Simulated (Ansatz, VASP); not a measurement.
SiO2: VASP beside Ansatz

```
Si O
1.0
     5.18196    0.00000    0.00000
    -2.59098    4.48771    0.00000
     0.00000    0.00000    5.58505
Si O
3 6
Direct
  0.00000 0.50000 0.33333
  0.50000 0.50000 0.66667
  0.50000 0.00000 0.00000
  0.58396 0.79198 0.83333
  0.79198 0.58396 0.50000
  0.79198 0.20802 0.16667
  0.41604 0.20802 0.83333
  0.20802 0.41604 0.50000
  0.20802 0.79198 0.16667
```

Change from the starting cell: strain +0.015 along x and y, +0.000 along z, atoms carried along.

Alike in both runs: task single point; functional PBE; k mesh 6 × 6 × 4; occupations gaussian, width 0.05 eV; no spin polarisation.

|  | VASP | Ansatz |
| --- | --- | --- |
| version | VASP 6.6.1 | Ansatz 0.2.0 |
| potentials or method | VASP PAW PBE potentials, release 64 (Si, O), cutoff 520 eV | scalar-relativistic, plane waves, PAW |
| valence electrons in the cell | 48 | 48 |

```tsv
	VASP	Ansatz	Ansatz less VASP
gap on the k mesh at the Fermi level (eV)	5.34	5.34	+0.004
least direct gap on the mesh (eV)	5.55	5.55	+0.001
pressure (GPa)	-4.8	-4.9	-0.05
traceless stress, the component that is largest in VASP (GPa)	0.74	0.71	-0.030
rms of the force components (eV/Å)	0.110	0.104	-0.0060
```

Atom by atom the forces differ by 0.006 eV/Å (rms over components). With one functional, cell and mesh, what is left measures potentials, basis and numerics.
